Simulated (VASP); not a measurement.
# BaTe (Fm-3m) in VASP: a series of runs

BaTe is run at these levels: PBE; tasks: single point, relaxation of cell and atoms.

All numbers are computed with VASP 6.6.1; they aren't measurements. Logs are shortened: lines on timing, memory, paths and dates and some standing lists are left out, and cuts for length are marked.

## (1) The cell of the first run

The structure is cubic, space group Fm-3m (No. 225). Conventional cell: a = 7.065 Å, b = 7.065 Å, c = 7.065 Å, α = 90.00°, β = 90.00°, γ = 90.00°. Ba (site symmetry m-3m) has 6 Te at 3.53 Å within 4.6 Å. Te (site symmetry m-3m) has 6 Ba at 3.53 Å within 4.6 Å.

## (2) Single point, PBE

The input, INCAR:

```
SYSTEM = BaTe
  PREC = Accurate
  ENCUT = 520
  EDIFF = 1E-7
  ISMEAR = 0
  SIGMA = 0.02
  LREAL = .FALSE.
  LASPH = .TRUE.
  NELM = 100
  ALGO = Normal
  ISIF = 2
  LWAVE = .FALSE.
  LCHARG = .FALSE.
  GGA = PE
  NBANDS = 15
```

The input, KPOINTS:

```
Automatic mesh
0
G
  8 8 8
  0 0 0
```

The input, POSCAR:

```
BaTe
1.0
    0.0000000000      3.5325585081      3.5325585081
    3.5325585081      0.0000000000      3.5325585081
    3.5325585081      3.5325585081      0.0000000000
Ba Te
1 1
Direct
    0.0000000000      0.0000000000      0.0000000000
    0.5000000000      0.5000000000      0.5000000000
```

Potentials or basis: VASP PAW PBE potentials, release 64 (Ba_sv, Te).

On the command line:

```console
cat potpaw_PBE.64/Ba_sv/POTCAR potpaw_PBE.64/Te/POTCAR > POTCAR
mpirun -np 1 vasp_std > vasp.out
```

OUTCAR:

```text
SYSTEM = BaTe
   PREC = Accurate
   ENCUT = 520
   EDIFF = 1E-7
   ISMEAR = 0
   LREAL = .FALSE.
   LASPH = .TRUE.
   NELM = 100
   ISIF = 2
   GGA = PE

 ion  position               nearest neighbor table
   1  0.000  0.000  0.000-   2 3.53   2 3.53   2 3.53   2 3.53   2 3.53   2 3.53
   2  0.500  0.500  0.500-   1 3.53   1 3.53   1 3.53   1 3.53   1 3.53   1 3.53

  LATTYP: Found a face centered cubic cell.
 ALAT       =     7.0651170162

  Lattice vectors:

 A1 = (   0.0000000000,   3.5325585081,   3.5325585081)
 A2 = (   3.5325585081,   0.0000000000,   3.5325585081)
 A3 = (   3.5325585081,   3.5325585081,   0.0000000000)

Analysis of symmetry for initial positions (statically):
=====================================================================
 Subroutine PRICEL returns:
 Original cell was already a primitive cell.

 Routine SETGRP: Setting up the symmetry group for a
 face centered cubic supercell.

 Subroutine GETGRP returns: Found 48 space group operations
 (whereof 48 operations were pure point group operations)
 out of a pool of 48 trial point group operations.

The static configuration has the point symmetry O_h .

Analysis of symmetry for dynamics (positions and initial velocities):
=====================================================================
 Subroutine PRICEL returns:
 Original cell was already a primitive cell.

 Routine SETGRP: Setting up the symmetry group for a
 face centered cubic supercell.

 Subroutine GETGRP returns: Found 48 space group operations
 (whereof 48 operations were pure point group operations)
 out of a pool of 48 trial point group operations.

The dynamic configuration has the point symmetry O_h .

 Subroutine INISYM returns: Found 48 space group operations
 (whereof 48 operations are pure point group operations),
 and found     1 'primitive' translations

----------------------------------------------------------------------------------------

                                     Primitive cell

  volume of cell :      88.1654

  direct lattice vectors                    reciprocal lattice vectors
     0.000000000  3.532558508  3.532558508    -0.141540472  0.141540472  0.141540472
     3.532558508  0.000000000  3.532558508     0.141540472 -0.141540472  0.141540472
     3.532558508  3.532558508  0.000000000     0.141540472  0.141540472 -0.141540472

  length of vectors
     4.995792152  4.995792152  4.995792152     0.245155290  0.245155290  0.245155290

  position of ions in fractional coordinates (direct lattice)
     0.000000000  0.000000000  0.000000000
     0.500000000  0.500000000  0.500000000

  ion indices of the primitive-cell ions
   primitive index   ion index
                 1           1
                 2           2

----------------------------------------------------------------------------------------

 KPOINTS: Automatic mesh

Automatic generation of k-mesh.
 Grid dimensions read from file:
 generate k-points for:    8    8    8

 Generating k-lattice:

  Cartesian coordinates                     Fractional coordinates (reciprocal lattice)
    -0.017692559  0.017692559  0.017692559     0.125000000  0.000000000  0.000000000
     0.017692559 -0.017692559  0.017692559     0.000000000  0.125000000  0.000000000
     0.017692559  0.017692559 -0.017692559     0.000000000  0.000000000  0.125000000

  Length of vectors
     0.030644411  0.030644411  0.030644411

  Shift w.r.t. Gamma in fractional coordinates (k-lattice)
     0.000000000  0.000000000  0.000000000

 Subroutine IBZKPT returns following result:
 ===========================================

 Found     29 irreducible k-points:

 Following reciprocal coordinates:
            Coordinates               Weight
  0.000000  0.000000  0.000000      1.000000
  0.125000  0.000000  0.000000      8.000000
  0.250000  0.000000  0.000000      8.000000
  0.375000  0.000000  0.000000      8.000000
  0.500000  0.000000  0.000000      4.000000
  0.125000  0.125000  0.000000      6.000000
[... 16 lines left out ...]
  0.500000  0.250000  0.125000     48.000000
 -0.375000  0.250000  0.125000     24.000000
 [... further k-points ...]
   k-points           NKPTS =     29   k-points in BZ     NKDIM =     29   number of bands    NBANDS=     15
   number of dos      NEDOS =    301   number of ions     NIONS =      2
   total plane-waves  NPLWV =  64000
   dimension x,y,z NGX =    40 NGY =   40 NGZ =   40
   dimension x,y,z NGXF=    80 NGYF=   80 NGZF=   80
   ions per type =               1   1
   NGX,Y,Z   is equivalent  to a cutoff of  13.31, 13.31, 13.31 a.u.
   NGXF,Y,Z  is equivalent  to a cutoff of  26.62, 26.62, 26.62 a.u.
 SYSTEM =  BaTe
   PREC   = accura    normal or accurate (medium, high low for compatibility)
   ISTART =      0    job   : 0-new  1-cont  2-samecut
   ICHARG =      2    charge: 1-file 2-atom 10-const
   ISPIN  =      1    spin polarized calculation?
   LNONCOLLINEAR =      F non collinear calculations
   LSORBIT =      F    spin-orbit coupling
   LASPH  =      T    aspherical Exc in radial PAW
   ENCUT  =  520.0 eV  38.22 Ry    6.18 a.u.   9.29  9.29  9.29*2*pi/ulx,y,z
   NELM   =    100;   NELMIN=  2; NELMDL= -5     # of ELM steps
   EDIFF  = 0.1E-06   stopping-criterion for ELM
   LREAL  =      F    real-space projection
   EDIFFG = 0.1E-05   stopping-criterion for IOM
   NSW    =      0    number of steps for IOM
   IBRION =     -1    ionic relax: 0-MD 1-quasi-New 2-CG
   NFREE  =      0    steps in history (QN), initial steepest desc. (CG)
   ISIF   =      2    stress and relaxation
   ISYM   =      2    0-nonsym 1-usesym 2-fastsym
   POTIM  = 0.5000    time-step for ionic-motion
   TEBEG  =    0.0;   TEEND  =   0.0 temperature during run
   PSTRESS=    0.0 pullay stress
   NELECT =      16.0000    total number of electrons
   NUPDOWN=      -1.0000    fix difference up-down
   EMIN   =  10.00;   EMAX   =-10.00  energy-range for DOS
   EFERMI =   0.00;   METHOD = LEGACY
   ISMEAR =     0;   SIGMA  =   0.02  broadening in eV -4-tet -1-fermi 0-gaus
   EFERMI_NEDOS =   21; number of points for ismear=-14 and -15
   IALGO  =     38    algorithm
   IMIX   =      4    mixing-type and parameters
     AMIX     =   0.40;   BMIX     =  1.00
     AMIX_MAG =   1.60;   BMIX_MAG =  1.00
  volume/ion in A,a.u.               =      44.08       297.48
  Fermi-wavevector in a.u.,A,eV,Ry     =   0.926863  1.751517 11.688421  0.859075
  Thomas-Fermi vector in A             =   2.052871
   LORBIT       =      0    0 simple, 1 ext, 2 COOP (PROOUT), +10 PAW based schemes
   GGA     = PE    functional components
   LHFCALC =     F    Hartree Fock is set to
   AEXX    =    0.0000 exact exchange contribution
   IVDW    =     0    specifies the selected vdW correction
   LEPSILON=     F    determine dielectric tensor
   LRPA    =     F    only Hartree local field effects (RPA)
 non-spin polarized calculation
 Gauss-broadening in eV      SIGMA  =   0.02
  energy-cutoff  :      520.00
  volume of cell :       88.17
 maximum number of plane-waves:      2421
 NGX is ok and might be reduce to    40
   NGX = 19   NGY = 19   NGZ = 19

 number of electron      16.0000000 magnetization

 Free energy of the ion-electron system (eV)
  ---------------------------------------------------
  ext. energy  EPLUGINS =         0.00000000
  ---------------------------------------------------
  free energy    TOTEN  =        -8.62868668 eV

  energy without entropy =       -8.62868668  energy(sigma->0) =       -8.62868668

 E-fermi :   2.2452     XC(G=0):  -8.1353

 val. band max:        2.1042859427   @ k =   0.0000   0.0000   0.0000
 cond. band min:       3.6826493169   @ k =   0.5000   0.5000   0.0000
 fundamental gap:      1.5783633742
 Fermi energy:         2.2451720546

 k-point     1 :       0.0000    0.0000    0.0000
  band No.  band energies     occupation
      1     -24.9885      2.00000
      2     -10.1332      2.00000
      3     -10.1332      2.00000
      4     -10.1332      2.00000
      5      -7.3765      2.00000
      6       2.1043      2.00000
      7       2.1043      2.00000
      8       2.1043      2.00000
      9       4.9081      0.00000
     10       5.0464      0.00000
     11       5.0464      0.00000
     12       5.0464      0.00000
     13       5.6342      0.00000
     14       5.6342      0.00000
     15       9.0878      0.00000

 k-point     2 :       0.1250    0.0000    0.0000
  band No.  band energies     occupation
      1     -24.9869      2.00000
      2     -10.1950      2.00000
      3     -10.1348      2.00000
      4     -10.1348      2.00000
      5      -7.2753      2.00000
      6       1.6047      2.00000
      7       1.8824      2.00000
      8       1.8824      2.00000
      9       5.0417      0.00000
     10       5.2355      0.00000
     11       5.2355      0.00000
     12       5.5892      0.00000
     13       6.0600      0.00000
     14       6.0600      0.00000
     15       9.5605      0.00000

 k-point     3 :       0.2500    0.0000    0.0000
  band No.  band energies     occupation
      1     -24.9829      2.00000
      2     -10.3307      2.00000
      3     -10.1387      2.00000
      4     -10.1387      2.00000
      5      -7.0396      2.00000
      6       0.7814      2.00000
      7       1.4675      2.00000
      8       1.4675      2.00000
      9       5.2163      0.00000
     10       5.7379      0.00000
     11       5.7379      0.00000
     12       6.8015      0.00000
     13       7.1039      0.00000
     14       7.1039      0.00000
     15      10.2714      0.00000
[... 343 lines left out ...]
 k-point    23 :       0.5000    0.2500    0.1250
  band No.  band energies     occupation
      1     -24.9767      2.00000
      2     -10.3953      2.00000
      3     -10.2020      2.00000
      4     -10.1598      2.00000
      5      -6.8982      2.00000
      6       0.3836      2.00000
      7       1.1302      2.00000
      8       1.3354      2.00000
      9       5.1879      0.00000
     10       6.5528      0.00000
     11       6.8951      0.00000
     12       7.0372      0.00000
     13       7.6668      0.00000
     14       9.2115      0.00000
     15       9.4267      0.00000

 k-point    24 :      -0.3750    0.2500    0.1250
  band No.  band energies     occupation
      1     -24.9754      2.00000
      2     -10.4179      2.00000
      3     -10.2044      2.00000
      4     -10.1682      2.00000
      5      -6.8584      2.00000
      6       0.3411      2.00000
      7       1.1054      2.00000
      8       1.1414      2.00000
      9       5.7812      0.00000
     10       6.0452      0.00000
     11       7.2390      0.00000
     12       7.4736      0.00000
     13       7.9490      0.00000
     14       8.8031      0.00000
     15       9.9710      0.00000

 [... further k-points ...]
[... 5 lines left out ...]
  --------------------------------------------------------------------------------------
  -------------------------------------------------------------------------------------
  Total        0.1615477      0.1615477      0.1615477      0.0000000      0.0000000     -0.0000000
  in kB        2.9357108      2.9357108      2.9357108      0.0000000      0.0000000     -0.0000000
  external PRESSURE =       2.9357108 kB  Pullay stress =       0.0000000 kB

 VOLUME and BASIS-vectors are now :
 -----------------------------------------------------------------------------
  energy-cutoff  :      520.00
  volume of cell :       88.17
      direct lattice vectors                 reciprocal lattice vectors
     0.000000000  3.532558508  3.532558508    -0.141540472  0.141540472  0.141540472
     3.532558508  0.000000000  3.532558508     0.141540472 -0.141540472  0.141540472
     3.532558508  3.532558508  0.000000000     0.141540472  0.141540472 -0.141540472

 POSITION                                       TOTAL-FORCE (eV/Angst)
 -----------------------------------------------------------------------------------
      0.00000      0.00000      0.00000         0.000000      0.000000     -0.000000
      3.53256      3.53256      3.53256        -0.000000     -0.000000      0.000000
 -----------------------------------------------------------------------------------
    total drift:                                0.000000     -0.000000     -0.000000

  FREE ENERGIE OF THE ION-ELECTRON SYSTEM (eV)
  ---------------------------------------------------
  free  energy   TOTEN  =        -8.6286866830 eV

  energy  without entropy=       -8.6286866830  energy(sigma->0) =       -8.62868668
```

Run time: 20 s. Hardware: 1 thread of Intel Xeon 6975P-C (Granite Rapids), shared host; peak memory 0.25 GiB.

What came out:

* Free energy: -8.6287 eV
* Pressure: 0.3 GPa
* Band gap on the k mesh: 1.58 eV, indirect (least direct gap 1.96 eV)

Levels at points of the mesh, in eV from the valence-band top:
```
           k point  band 4  band 5  band 6  band 7  band 8  band 9  band 10  band 11  band 12  band 13
(0.00, 0.00, 0.00)  -12.24   -9.48    0.00    0.00    0.00    2.80     2.94     2.94     2.94     3.53
(0.50, 0.00, 0.00)  -12.25   -8.82   -2.16   -1.07   -1.07    4.15     4.69     4.83     4.83     6.89
(0.50, 0.50, 0.00)  -12.31   -9.28   -1.12   -0.38   -0.38    1.58     4.38     4.53     5.47     5.64
```

Caveat: spin-orbit coupling is left out, which moves the levels of the heavy elements. A k mesh can miss the band edges.

[end of part 1 of 2]
